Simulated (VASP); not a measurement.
# LiCl (P6_3mc) in VASP: a series of runs, part 2 of 2

VASP 6.6.1. The steps go on from the part before.

## Step 3: Single point, PBEsol

INCAR

```
SYSTEM = LiCl
ALGO     = Normal         ! electronic algorithm
EDIFF    = 1E-7           ! SCF threshold, eV
ENCUT    = 520            ! plane-wave cutoff, eV
GGA      = PS             ! functional
ISIF     = 2              ! what is computed and relaxed
ISMEAR   = -1             ! smearing method
LASPH    = .TRUE.         ! aspherical terms in the spheres
LCHARG   = .FALSE.        ! write CHGCAR
LREAL    = .FALSE.        ! projectors in reciprocal space
LWAVE    = .FALSE.        ! write WAVECAR
NBANDS   = 18             ! bands
NELM     = 100            ! most SCF steps
PREC     = Accurate       ! precision mode
SIGMA    = 0.05           ! smearing width, eV
```

KPOINTS

```
k-points
0
G
  3 3 2
  0 0 0
```

POSCAR

```
LiCl
1.0
    3.9248800000      0.0000000000      0.0000000000
   -1.9624400000      3.3990500000      0.0000000000
    0.0000000000      0.0000000000      6.3571600000
Li Cl
2 2
Direct
    0.6666666667      0.3333333333      0.8760200000
    0.3333333333      0.6666666667      0.3760200000
    0.6666666667      0.3333333333      0.4989800000
    0.3333333333      0.6666666667      0.9989800000
```

Potentials or basis: VASP PAW PBE potentials, release 64 (Li_sv, Cl).

Run with:

```
cat potpaw_PBE.64/Li_sv/POTCAR potpaw_PBE.64/Cl/POTCAR > POTCAR
mpirun -np 1 vasp_std > vasp.out
```

OUTCAR:

```text
SYSTEM = LiCl
   EDIFF = 1E-7
   ENCUT = 520
   GGA = PS
   ISIF = 2
   ISMEAR = -1
   LASPH = .TRUE.
   LREAL = .FALSE.
   NELM = 100
   PREC = Accurate

 ion  position               nearest neighbor table
   1  0.667  0.333  0.876-   3 2.40   4 2.40   4 2.40   4 2.40
   2  0.333  0.667  0.376-   4 2.40   3 2.40   3 2.40   3 2.40
   3  0.667  0.333  0.499-   1 2.40   2 2.40   2 2.40   2 2.40
   4  0.333  0.667  0.999-   2 2.40   1 2.40   1 2.40   1 2.40

  LATTYP: Found a hexagonal cell.
 ALAT       =     3.9248800000
 C/A-ratio  =     1.6197081185

  Lattice vectors:

 A1 = (   3.9248800000,   0.0000000000,   0.0000000000)
 A2 = (  -1.9624400000,   3.3990500000,   0.0000000000)
 A3 = (   0.0000000000,   0.0000000000,   6.3571600000)

Analysis of symmetry for initial positions (statically):
=====================================================================
 Subroutine PRICEL returns:
 Original cell was already a primitive cell.

 Routine SETGRP: Setting up the symmetry group for a
 hexagonal supercell.

 Subroutine GETGRP returns: Found 12 space group operations
 (whereof  6 operations were pure point group operations)
 out of a pool of 24 trial point group operations.

The static configuration has the point symmetry C_3v.
 The point group associated with its full space group is C_6v.

Analysis of symmetry for dynamics (positions and initial velocities):
=====================================================================
 Subroutine PRICEL returns:
 Original cell was already a primitive cell.

 Routine SETGRP: Setting up the symmetry group for a
 hexagonal supercell.

 Subroutine GETGRP returns: Found 12 space group operations
 (whereof  6 operations were pure point group operations)
 out of a pool of 24 trial point group operations.

The dynamic configuration has the point symmetry C_3v.
 The point group associated with its full space group is C_6v.

 Subroutine INISYM returns: Found 12 space group operations
 (whereof  6 operations are pure point group operations),
 and found     1 'primitive' translations

[... 100 lines left out ...]
  volume/ion in A,a.u.               =      21.20       143.08
  Fermi-wavevector in a.u.,A,eV,Ry     =   1.011430  1.911325 13.918631  1.022991
  Thomas-Fermi vector in A             =   2.144479
   LORBIT       =      0    0 simple, 1 ext, 2 COOP (PROOUT), +10 PAW based schemes
   GGA     = PS    functional components
   LHFCALC =     F    Hartree Fock is set to
   AEXX    =    0.0000 exact exchange contribution
   IVDW    =     0    specifies the selected vdW correction
   LEPSILON=     F    determine dielectric tensor
   LRPA    =     F    only Hartree local field effects (RPA)
 non-spin polarized calculation
  energy-cutoff  :      520.00
  volume of cell :       84.81
 maximum number of plane-waves:      2316
 NGX is ok and might be reduce to    30
   NGX = 15   NGY = 15   NGZ = 23

 number of electron      19.9999995 magnetization

 Free energy of the ion-electron system (eV)
  ---------------------------------------------------
  ext. energy  EPLUGINS =         0.00000000
  ---------------------------------------------------
  free energy    TOTEN  =       -15.18308605 eV

  energy without entropy =      -15.18308605  energy(sigma->0) =      -15.18308605

 E-fermi :  -0.2030     XC(G=0):  -7.7455

 val. band max:       -1.3758551034   @ k =   0.0000   0.0000   0.0000
 cond. band min:       4.3610650104   @ k =   0.0000   0.0000   0.0000
 fundamental gap:      5.7369201138
 Fermi energy:        -0.2029946808

 k-point     1 :       0.0000    0.0000    0.0000
  band No.  band energies     occupation
      1     -43.6583      2.00000
      2     -43.6568      2.00000
      3     -14.0297      2.00000
      4     -13.7431      2.00000
      5      -3.3769      2.00000
      6      -1.7010      2.00000
[... 103 lines left out ...]
      5      -2.8248      2.00000
      6      -2.8248      2.00000
[... 10 lines left out ...]
     17      10.8633      0.00000
     18      10.8633      0.00000

------------------------ aborting loop because EDIFF is reached ----------------------------------------

  FORCE on cell =-STRESS in cart. coord.  units (eV):
  Direction    XX          YY          ZZ          XY          YZ          ZX
  --------------------------------------------------------------------------------------
  -------------------------------------------------------------------------------------
  Total       -0.5263810     -0.5263823     -0.7246281      0.0000000      0.0000000      0.0000000
  in kB       -9.9440591     -9.9440838    -13.6892195      0.0000000      0.0000000      0.0000000
  external PRESSURE =     -11.1924541 kB  Pullay stress =       0.0000000 kB

 VOLUME and BASIS-vectors are now :
 -----------------------------------------------------------------------------
  energy-cutoff  :      520.00
  volume of cell :       84.81
      direct lattice vectors                 reciprocal lattice vectors
     3.924880000  0.000000000  0.000000000     0.254784860  0.147099925  0.000000000
    -1.962440000  3.399050000  0.000000000     0.000000000  0.294199850  0.000000000
     0.000000000  0.000000000  6.357160000     0.000000000  0.000000000  0.157302947

 POSITION                                       TOTAL-FORCE (eV/Angst)
 -----------------------------------------------------------------------------------
      1.96244      1.13302      5.56900        -0.000000     -0.000000      0.024443
     -0.00000      2.26603      2.39042         0.000000     -0.000000      0.024443
      1.96244      1.13302      3.17210         0.000000      0.000000     -0.024443
     -0.00000      2.26603      6.35068        -0.000000     -0.000000     -0.024443
 -----------------------------------------------------------------------------------
    total drift:                                0.000001      0.000001      0.000250

  FREE ENERGIE OF THE ION-ELECTRON SYSTEM (eV)
  ---------------------------------------------------
  free  energy   TOTEN  =       -15.1830860470 eV

  energy  without entropy=      -15.1830860470  energy(sigma->0) =      -15.18308605
```

stdout:

```text
POSCAR found type information on POSCAR LiCl
 POSCAR found :  2 types and       4 ions
 scaLAPACK will be used
 -----------------------------------------------------------------------------
|                                                                             |
|                                                                             |
|     You enforced a specific xc type in the INCAR file but a different       |
|     I HOPE YOU KNOW WHAT YOU ARE DOING!                                     |
|                                                                             |
 -----------------------------------------------------------------------------

 LDA part: xc-table for (Slater+PW92), standard interpolation
 POSCAR, INCAR and KPOINTS ok, starting setup
 FFT: planning ... GRIDC
 FFT: planning ... GRID_SOFT
 FFT: planning ... GRID
 WAVECAR not read
 entering main loop
```

It used 17 s of CPU time on 1 thread of AMD EPYC 7R13 Processor (Zen 3) (shared host).

Results:

```
Free energy            : -15.1831 eV
Largest force          : 0.024 eV/Å
Band gap on the k mesh : 5.74 eV, direct
```

Forces on the atoms (eV/Å):
```
Li   0.000  0.000  0.024
Li   0.000  0.000  0.024
Cl   0.000  0.000 -0.024
Cl   0.000  0.000 -0.024
```

Caveat: the k points lie up to 0.62 Å⁻¹ apart; the cutoff is under 1.25 times the usual one of these potentials, so pressure, stress and relaxed cells hold a basis-set (Pulay) error; the PAW data sets were made with another functional, which shifts forces and pressure a little.

## Step 4: Single point, PBEsol

INCAR

```
PREC = Accurate ; ENCUT = 520
EDIFF = 1E-6 ; ISMEAR = -1
SIGMA = 0.05 ; LREAL = F
LASPH = T ; NELM = 80
ALGO = Normal ; ISIF = 2
LWAVE = F ; LCHARG = T
GGA = PS ; LELF = T
LVHAR = T ; NBANDS = 18
```

KPOINTS

```
regular mesh
0
Gamma
  7 7 4
```

POSCAR is that of step 3.

Run with:

```
cat potpaw_PBE.64/Li_sv/POTCAR potpaw_PBE.64/Cl/POTCAR > POTCAR
mpirun -np 1 vasp_std > vasp.out
```

It used 55 s of CPU time on 1 thread of AMD EPYC 7R13 Processor (Zen 3), on a shared host.

The run converged. Its results:

```yaml
Free_energy: -15.1987 eV
Largest_force: 0.017 eV/Å
Band_gap_on_the_k_mesh: 5.74 eV, direct
```

Forces on the atoms (eV/Å):
```
Li   0.000  0.000  0.017
Li   0.000  0.000  0.017
Cl   0.000  0.000 -0.017
Cl   0.000  0.000 -0.017
```

Levels at points of the mesh, in eV from the valence-band top:
| k point | band 7 | band 8 | band 9 | band 10 | band 11 | band 12 | band 13 | band 14 |
| --- | --- | --- | --- | --- | --- | --- | --- | --- |
| (0.00, 0.00, 0.00) | -0.33 | -0.02 | -0.02 | 0.00 | 5.74 | 8.03 | 9.92 | 9.92 |
| (0.00, 0.00, 0.50) | -0.18 | -0.18 | -0.18 | -0.18 | 7.05 | 7.05 | 10.07 | 10.07 |

Caveat: the cutoff is under 1.25 times the usual one of these potentials, so pressure, stress and relaxed cells hold a basis-set (Pulay) error; the PAW data sets were made with another functional, which shifts forces and pressure a little. PBEsol gaps usually lie below the measured ones, often by a third to a half.

## Step 5: Single point, PBEsol

INCAR

```
SYSTEM = LiCl
ALGO = Normal ; EDIFF = 1E-7
ENCUT = 520 ; GGA = PS
ISIF = 2 ; ISMEAR = -1
LASPH = .True. ; LCHARG = .True.
LELF = .True. ; LREAL = .False.
LVHAR = .True. ; LWAVE = .False.
NBANDS = 18 ; NELM = 100
PREC = Accurate ; SIGMA = 0.05
```

KPOINTS

```
k-points
0
Gamma
  8 8 5
  0 0 0
```

POSCAR is that of step 4.

Run with:

```
cat potpaw_PBE.64/Li_sv/POTCAR potpaw_PBE.64/Cl/POTCAR > POTCAR
mpirun -np 1 vasp_std > vasp.out
```

It used 130 s of CPU time on 1 thread of AMD EPYC 7R13 Processor (Zen 3), with other jobs on the host.

It converged, with:

```
Free energy            : -15.1987 eV
Largest force          : 0.017 eV/Å
Band gap on the k mesh : 5.74 eV, direct
```

Forces in eV/Å, atoms in the order of the input:
```
Li   0.000  0.000  0.017
Li   0.000  0.000  0.017
Cl   0.000  0.000 -0.017
Cl   0.000  0.000 -0.017
```

Levels at points of the mesh, in eV from the valence-band top:
| k point | band 7 | band 8 | band 9 | band 10 | band 11 | band 12 | band 13 | band 14 |
| --- | --- | --- | --- | --- | --- | --- | --- | --- |
| (0.00, 0.00, 0.00) | -0.33 | -0.02 | -0.02 | 0.00 | 5.74 | 8.03 | 9.92 | 9.92 |
| (0.50, 0.00, 0.00) | -1.10 | -0.84 | -0.56 | -0.30 | 7.65 | 7.83 | 8.92 | 10.19 |

Caveat: the cutoff is under 1.25 times the usual one of these potentials, so pressure, stress and relaxed cells hold a basis-set (Pulay) error; the PAW data sets were made with another functional, which shifts forces and pressure a little. A k mesh can miss the band edges.

## Step 6: The runs side by side

| k mesh | gap on the mesh (eV) | largest force (eV/Å) |
| --- | --- | --- |
| 2 × 2 × 1 | 5.72 | 0.11 |
| 3 × 3 × 2 | 5.74 | 0.02 |
| 7 × 7 × 4 | 5.74 | 0.02 |
| 8 × 8 × 5 | 5.74 | 0.02 |

Alike in all rows: task single point; level PBEsol; potentials or basis VASP PAW PBE potentials, release 64 (Li_sv, Cl); no spin polarisation; cell as given; cutoff (eV) 520; smearing fermi-dirac 0.05 eV.

Caveats: some runs use coarse meshes; the cutoff is under 1.25 times the usual one of these potentials, so pressure, stress and relaxed cells hold a basis-set (Pulay) error; the PAW data sets were made with another functional, which shifts forces and pressure a little.

Total energies depend on the potentials used, so only differences within one code and one set of settings carry meaning.
